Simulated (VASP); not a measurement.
# SrO (Fm-3m) in VASP: notebook

Runs on SrO. Level: LDA. Tasks: electric field gradients.

Program: VASP 6.6.1. These are calculated values, not measurements. Logs are shortened: lines on timing, memory, paths and dates and some standing lists are left out, and cuts for length are marked.

**1. The cell of the first run**

The structure is cubic, space group Fm-3m (No. 225). Conventional cell: a = 5.182 Å, b = 5.182 Å, c = 5.182 Å, α = 90.00°, β = 90.00°, γ = 90.00°. Sr (site symmetry m-3m) has 6 O at 2.59 Å within 3.4 Å. Within 3.4 Å of O (site symmetry m-3m) lie 6 Sr at 2.59 Å.

**2. Electric field gradients, LDA (volume scaled by 1.025)**

INCAR reads:

```
  PREC = Accurate
  ENCUT = 520
  EDIFF = 1E-8
  ISMEAR = -1
  SIGMA = 0.02
  LREAL = False
  LASPH = True
  NELM = 80
  ALGO = Normal
  ISIF = 2
  LWAVE = False
  LCHARG = False
  GGA = CA
  LEFG = True
  NBANDS = 15
```

KPOINTS reads:

```
regular mesh
0
Gamma
  8 8 8
```

POSCAR reads:

```
SrO
1.0
    0.0000000000      2.5910389797      2.5910389797
    2.5910389797      0.0000000000      2.5910389797
    2.5910389797      2.5910389797      0.0000000000
Sr O
1 1
Direct
    0.0000000000      0.0000000000      0.0000000000
    0.5000000000      0.5000000000      0.5000000000
```

Potentials or basis: VASP PAW LDA potentials, release 64 (Sr_sv, O).

The run is started by

```bash
cat potpaw_LDA.64/Sr_sv/POTCAR potpaw_LDA.64/O/POTCAR > POTCAR
mpirun -np 1 vasp_std > vasp.out
```

OUTCAR:

```text
PREC = Accurate
   ENCUT = 520
   EDIFF = 1E-8
   ISMEAR = -1
   LREAL = False
   LASPH = True
   NELM = 80
   ISIF = 2
   GGA = CA

 ion  position               nearest neighbor table
   1  0.000  0.000  0.000-   2 2.59   2 2.59   2 2.59   2 2.59   2 2.59   2 2.59
   2  0.500  0.500  0.500-   1 2.59   1 2.59   1 2.59   1 2.59   1 2.59   1 2.59

  LATTYP: Found a face centered cubic cell.
 ALAT       =     5.1820779594

  Lattice vectors:

 A1 = (   0.0000000000,   2.5910389797,   2.5910389797)
 A2 = (   2.5910389797,   0.0000000000,   2.5910389797)
 A3 = (   2.5910389797,   2.5910389797,   0.0000000000)

Analysis of symmetry for initial positions (statically):
=====================================================================
 Subroutine PRICEL returns:
 Original cell was already a primitive cell.

 Routine SETGRP: Setting up the symmetry group for a
 face centered cubic supercell.

 Subroutine GETGRP returns: Found 48 space group operations
 (whereof 48 operations were pure point group operations)
 out of a pool of 48 trial point group operations.

The static configuration has the point symmetry O_h .

Analysis of symmetry for dynamics (positions and initial velocities):
=====================================================================
 Subroutine PRICEL returns:
 Original cell was already a primitive cell.

 Routine SETGRP: Setting up the symmetry group for a
 face centered cubic supercell.

 Subroutine GETGRP returns: Found 48 space group operations
 (whereof 48 operations were pure point group operations)
 out of a pool of 48 trial point group operations.

The dynamic configuration has the point symmetry O_h .

 Subroutine INISYM returns: Found 48 space group operations
 (whereof 48 operations are pure point group operations),
 and found     1 'primitive' translations

----------------------------------------------------------------------------------------

                                     Primitive cell

  volume of cell :      34.7898

  direct lattice vectors                    reciprocal lattice vectors
     0.000000000  2.591038980  2.591038980    -0.192972782  0.192972782  0.192972782
     2.591038980  0.000000000  2.591038980     0.192972782 -0.192972782  0.192972782
     2.591038980  2.591038980  0.000000000     0.192972782  0.192972782 -0.192972782

  length of vectors
     3.664282466  3.664282466  3.664282466     0.334238663  0.334238663  0.334238663

  position of ions in fractional coordinates (direct lattice)
     0.000000000  0.000000000  0.000000000
     0.500000000  0.500000000  0.500000000

  ion indices of the primitive-cell ions
   primitive index   ion index
                 1           1
                 2           2

----------------------------------------------------------------------------------------

 KPOINTS: regular mesh

Automatic generation of k-mesh.
 Grid dimensions read from file:
 generate k-points for:    8    8    8

 Generating k-lattice:

  Cartesian coordinates                     Fractional coordinates (reciprocal lattice)
    -0.024121598  0.024121598  0.024121598     0.125000000  0.000000000  0.000000000
     0.024121598 -0.024121598  0.024121598     0.000000000  0.125000000  0.000000000
     0.024121598  0.024121598 -0.024121598     0.000000000  0.000000000  0.125000000

  Length of vectors
     0.041779833  0.041779833  0.041779833

  Shift w.r.t. Gamma in fractional coordinates (k-lattice)
     0.000000000  0.000000000  0.000000000

 Subroutine IBZKPT returns following result:
 ===========================================

 Found     29 irreducible k-points:

 Following reciprocal coordinates:
            Coordinates               Weight
  0.000000  0.000000  0.000000      1.000000
  0.125000  0.000000  0.000000      8.000000
  0.250000  0.000000  0.000000      8.000000
  0.375000  0.000000  0.000000      8.000000
  0.500000  0.000000  0.000000      4.000000
  0.125000  0.125000  0.000000      6.000000
[... 16 lines left out ...]
  0.500000  0.250000  0.125000     48.000000
 -0.375000  0.250000  0.125000     24.000000
 [... further k-points ...]
   k-points           NKPTS =     29   k-points in BZ     NKDIM =     29   number of bands    NBANDS=     15
   number of dos      NEDOS =    301   number of ions     NIONS =      2
   total plane-waves  NPLWV =  21952
   dimension x,y,z NGX =    28 NGY =   28 NGZ =   28
   dimension x,y,z NGXF=    56 NGYF=   56 NGZF=   56
   ions per type =               1   1
   NGX,Y,Z   is equivalent  to a cutoff of  12.70, 12.70, 12.70 a.u.
   NGXF,Y,Z  is equivalent  to a cutoff of  25.41, 25.41, 25.41 a.u.
 SYSTEM =  unknown system
   PREC   = accura    normal or accurate (medium, high low for compatibility)
   ISTART =      0    job   : 0-new  1-cont  2-samecut
   ICHARG =      2    charge: 1-file 2-atom 10-const
   ISPIN  =      1    spin polarized calculation?
   LNONCOLLINEAR =      F non collinear calculations
   LSORBIT =      F    spin-orbit coupling
   LASPH  =      T    aspherical Exc in radial PAW
   ENCUT  =  520.0 eV  38.22 Ry    6.18 a.u.   6.81  6.81  6.81*2*pi/ulx,y,z
   NELM   =     80;   NELMIN=  2; NELMDL= -5     # of ELM steps
   EDIFF  = 0.1E-07   stopping-criterion for ELM
   LREAL  =      F    real-space projection
   EDIFFG = 0.1E-06   stopping-criterion for IOM
   NSW    =      0    number of steps for IOM
   IBRION =     -1    ionic relax: 0-MD 1-quasi-New 2-CG
   NFREE  =      0    steps in history (QN), initial steepest desc. (CG)
   ISIF   =      2    stress and relaxation
   ISYM   =      2    0-nonsym 1-usesym 2-fastsym
   POTIM  = 0.5000    time-step for ionic-motion
   TEBEG  =    0.0;   TEEND  =   0.0 temperature during run
   PSTRESS=    0.0 pullay stress
   NELECT =      16.0000    total number of electrons
   NUPDOWN=      -1.0000    fix difference up-down
   EMIN   =  10.00;   EMAX   =-10.00  energy-range for DOS
   EFERMI =   0.00;   METHOD = LEGACY
   ISMEAR =    -1;   SIGMA  =   0.02  broadening in eV -4-tet -1-fermi 0-gaus
   EFERMI_NEDOS =   21; number of points for ismear=-14 and -15
   IALGO  =     38    algorithm
   IMIX   =      4    mixing-type and parameters
     AMIX     =   0.40;   BMIX     =  1.00
     AMIX_MAG =   1.60;   BMIX_MAG =  1.00
  volume/ion in A,a.u.               =      17.39       117.39
  Fermi-wavevector in a.u.,A,eV,Ry     =   1.263662  2.387975 21.726345  1.596841
  Thomas-Fermi vector in A             =   2.397007
   LORBIT       =      0    0 simple, 1 ext, 2 COOP (PROOUT), +10 PAW based schemes
   GGA     = CA    functional components
   LHFCALC =     F    Hartree Fock is set to
   AEXX    =    0.0000 exact exchange contribution
   IVDW    =     0    specifies the selected vdW correction
   LEPSILON=     F    determine dielectric tensor
   LRPA    =     F    only Hartree local field effects (RPA)
 non-spin polarized calculation
  energy-cutoff  :      520.00
  volume of cell :       34.79
 maximum number of plane-waves:       960
   NGX = 13   NGY = 13   NGZ = 13

 number of electron      15.9999999 magnetization

 Free energy of the ion-electron system (eV)
  ---------------------------------------------------
  ext. energy  EPLUGINS =         0.00000000
  ---------------------------------------------------
  free energy    TOTEN  =       -13.35137864 eV

  energy without entropy =      -13.35137864  energy(sigma->0) =      -13.35137864

 E-fermi :   1.6266     XC(G=0): -10.4184

 val. band max:        1.2313798364   @ k =   0.0000   0.0000   0.0000
 cond. band min:       4.3473823873   @ k =   0.5000   0.5000   0.0000
 fundamental gap:      3.1160025509
 Fermi energy:         1.6265913017

 k-point     1 :       0.0000    0.0000    0.0000
  band No.  band energies     occupation
      1     -30.9327      2.00000
      2     -13.4987      2.00000
      3     -12.6831      2.00000
      4     -12.6831      2.00000
      5     -12.6831      2.00000
      6       1.2314      2.00000
      7       1.2314      2.00000
      8       1.2314      2.00000
      9       4.8703      0.00000
     10       7.2860      0.00000
     11       7.2860      0.00000
     12       7.2860      0.00000
     13       9.4567      0.00000
     14       9.4567      0.00000
     15      13.5674      0.00000
[... 397 lines left out ...]
 k-point    24 :      -0.3750    0.2500    0.1250
  band No.  band energies     occupation
      1     -30.7821      2.00000
      2     -14.7759      2.00000
      3     -13.0622      2.00000
      4     -12.9039      2.00000
      5     -11.7512      2.00000
      6      -0.3643      2.00000
      7       0.3745      2.00000
      8       0.4439      2.00000
      9       7.4013      0.00000
     10       7.7461      0.00000
     11      10.3076      0.00000
     12      10.5464      0.00000
     13      12.6313      0.00000
     14      13.8593      0.00000
     15      14.0781      0.00000

 [... further k-points ...]
[... 5 lines left out ...]
  --------------------------------------------------------------------------------------
  -------------------------------------------------------------------------------------
  Total       -1.2016777     -1.2016777     -1.2016777      0.0000000      0.0000000     -0.0000000
  in kB      -55.3409680    -55.3409680    -55.3409680      0.0000000      0.0000000     -0.0000000
  external PRESSURE =     -55.3409680 kB  Pullay stress =       0.0000000 kB

 VOLUME and BASIS-vectors are now :
 -----------------------------------------------------------------------------
  energy-cutoff  :      520.00
  volume of cell :       34.79
      direct lattice vectors                 reciprocal lattice vectors
     0.000000000  2.591038980  2.591038980    -0.192972782  0.192972782  0.192972782
     2.591038980  0.000000000  2.591038980     0.192972782 -0.192972782  0.192972782
     2.591038980  2.591038980  0.000000000     0.192972782  0.192972782 -0.192972782

 POSITION                                       TOTAL-FORCE (eV/Angst)
 -----------------------------------------------------------------------------------
      0.00000      0.00000      0.00000         0.000000      0.000000     -0.000000
      2.59104      2.59104      2.59104         0.000000      0.000000      0.000000
 -----------------------------------------------------------------------------------
    total drift:                                0.000000      0.000000      0.000000

  FREE ENERGIE OF THE ION-ELECTRON SYSTEM (eV)
  ---------------------------------------------------
  free  energy   TOTEN  =       -13.3513786392 eV

  energy  without entropy=      -13.3513786392  energy(sigma->0) =      -13.35137864

 Electric field gradients (V/A^2)
---------------------------------------------------------------------
 ion       V_xx      V_yy      V_zz      V_xy      V_xz      V_yz
---------------------------------------------------------------------
   1      -0.000    -0.000     0.000     0.000     0.000     0.000
   2       0.000     0.000    -0.000    -0.000    -0.000    -0.000
---------------------------------------------------------------------

 Electric field gradients after diagonalization (V/A^2)
 (convention: |V_zz| > |V_xx| > |V_yy|)
----------------------------------------------------------------------
 ion       V_xx      V_yy      V_zz     asymmetry (V_yy - V_xx)/ V_zz
----------------------------------------------------------------------
   1      -0.000    -0.000     0.000       0.000
   2       0.000     0.000    -0.000       0.000
----------------------------------------------------------------------

           NMR quadrupolar parameters

 Cq : quadrupolar parameter    Cq=e*Q*V_zz/h
 eta: asymmetry parameters     (V_yy - V_xx)/ V_zz
 Q  : nuclear electric quadrupole moment in mb (millibarn)
----------------------------------------------------------------------
 ion       Cq(MHz)       eta       Q (mb)
----------------------------------------------------------------------
   1       0.000       0.000       1.000
   2      -0.000       0.000       1.000
----------------------------------------------------------------------
```

It took 16 s on 1 thread of Intel Xeon Platinum 8488C (Sapphire Rapids), shared host; peak memory 0.15 GiB.

What came out:

```
Free energy            : -13.3514 eV
Pressure               : -5.5 GPa
Band gap on the k mesh : 3.12 eV, indirect (least direct gap 3.22 eV)
```

Caveat: without QUAD_EFG the Cq values of the log hold for a quadrupole moment of 1 mb, not for the nuclei. A k mesh can miss the band edges.

**3. Electric field gradients, LDA (volume scaled by 1.05)**

INCAR reads:

```
  ALGO = Normal
  EDIFF = 1E-8
  ENCUT = 520
  ISIF = 2
  ISMEAR = -1
  LASPH = True
  LCHARG = False
  LEFG = True
  LREAL = False
  LWAVE = False
  NBANDS = 15
  NELM = 60
  PREC = Accurate
  SIGMA = 0.02
```

KPOINTS reads:

```
k-points
0
Gamma
  8 8 8
```

POSCAR reads:

```
SrO
1.0
    0.0000000000      2.6119353577      2.6119353577
    2.6119353577      0.0000000000      2.6119353577
    2.6119353577      2.6119353577      0.0000000000
Sr O
1 1
Direct
    0.0000000000      0.0000000000      0.0000000000
    0.5000000000      0.5000000000      0.5000000000
```

Potentials or basis: VASP PAW LDA potentials, release 64 (Sr_sv, O).

The run is started by

```bash
cat potpaw_LDA.64/Sr_sv/POTCAR potpaw_LDA.64/O/POTCAR > POTCAR
mpirun -np 1 vasp_std > vasp.out
```

OUTCAR:

```text
EDIFF = 1E-8
   ENCUT = 520
   ISIF = 2
   ISMEAR = -1
   LASPH = True
   LREAL = False
   NELM = 60
   PREC = Accurate

 ion  position               nearest neighbor table
   1  0.000  0.000  0.000-   2 2.61   2 2.61   2 2.61   2 2.61   2 2.61   2 2.61
   2  0.500  0.500  0.500-   1 2.61   1 2.61   1 2.61   1 2.61   1 2.61   1 2.61

  LATTYP: Found a face centered cubic cell.
 ALAT       =     5.2238707154

  Lattice vectors:

 A1 = (   0.0000000000,   2.6119353577,   2.6119353577)
 A2 = (   2.6119353577,   0.0000000000,   2.6119353577)
 A3 = (   2.6119353577,   2.6119353577,   0.0000000000)

Analysis of symmetry for initial positions (statically):
=====================================================================
 Subroutine PRICEL returns:
 Original cell was already a primitive cell.

 Routine SETGRP: Setting up the symmetry group for a
 face centered cubic supercell.

 Subroutine GETGRP returns: Found 48 space group operations
 (whereof 48 operations were pure point group operations)
[... 620 lines left out ...]
     2.611935358  0.000000000  2.611935358     0.191428934 -0.191428934  0.191428934
     2.611935358  2.611935358  0.000000000     0.191428934  0.191428934 -0.191428934

 POSITION                                       TOTAL-FORCE (eV/Angst)
 -----------------------------------------------------------------------------------
      0.00000      0.00000      0.00000        -0.000000     -0.000000      0.000000
      2.61194      2.61194      2.61194         0.000000      0.000000     -0.000000
 -----------------------------------------------------------------------------------
    total drift:                                0.000000      0.000000      0.000000

  FREE ENERGIE OF THE ION-ELECTRON SYSTEM (eV)
  ---------------------------------------------------
  free  energy   TOTEN  =       -13.3177472866 eV

  energy  without entropy=      -13.3177472865  energy(sigma->0) =      -13.31774729

 Electric field gradients (V/A^2)
---------------------------------------------------------------------
 ion       V_xx      V_yy      V_zz      V_xy      V_xz      V_yz
---------------------------------------------------------------------
   1      -0.000     0.000     0.000    -0.000    -0.000    -0.000
   2      -0.000    -0.000     0.000     0.001     0.001     0.001
---------------------------------------------------------------------

 Electric field gradients after diagonalization (V/A^2)
 (convention: |V_zz| > |V_xx| > |V_yy|)
----------------------------------------------------------------------
 ion       V_xx      V_yy      V_zz     asymmetry (V_yy - V_xx)/ V_zz
----------------------------------------------------------------------
   1       0.000     0.000    -0.000       0.000
   2      -0.001    -0.001     0.002       0.000
----------------------------------------------------------------------

           NMR quadrupolar parameters

 Cq : quadrupolar parameter    Cq=e*Q*V_zz/h
 eta: asymmetry parameters     (V_yy - V_xx)/ V_zz
 Q  : nuclear electric quadrupole moment in mb (millibarn)
----------------------------------------------------------------------
 ion       Cq(MHz)       eta       Q (mb)
----------------------------------------------------------------------
   1      -0.000       0.000       1.000
   2       0.000       0.000       1.000
----------------------------------------------------------------------
```

stdout:

```text
POSCAR found type information on POSCAR SrO
 POSCAR found :  2 types and       2 ions
 scaLAPACK will be used
 LDA part: xc-table for (Slater(with rela. corr.)+CA(PZ))
 , standard interpolation
 POSCAR, INCAR and KPOINTS ok, starting setup
 FFT: planning ... GRIDC
 FFT: planning ... GRID_SOFT
 FFT: planning ... GRID
 WAVECAR not read
 entering main loop
ion   1

ion   2
```

Wall time 18 s (1 thread of Intel Xeon Platinum 8488C (Sapphire Rapids), shared host); peak memory 0.15 GiB.

What came out:

* Free energy: -13.3177 eV
* Pressure: -7.3 GPa
* Band gap on the k mesh: 3.13 eV, indirect (least direct gap 3.24 eV)

Levels at points of the mesh, in eV from the valence-band top:
| k point | band 5 | band 6 | band 7 | band 8 | band 9 | band 10 | band 11 | band 12 |
| --- | --- | --- | --- | --- | --- | --- | --- | --- |
| (0.00, 0.00, 0.00) | -14.02 | 0.00 | 0.00 | 0.00 | 3.48 | 6.00 | 6.00 | 6.00 |
| (0.50, 0.00, 0.00) | -12.74 | -2.15 | -1.07 | -1.07 | 6.25 | 7.90 | 8.53 | 8.53 |
| (0.50, 0.50, 0.00) | -14.35 | -0.50 | -0.11 | -0.11 | 3.13 | 7.40 | 9.77 | 9.87 |

Caveat: without QUAD_EFG the Cq values of the log hold for a quadrupole moment of 1 mb, not for the nuclei.
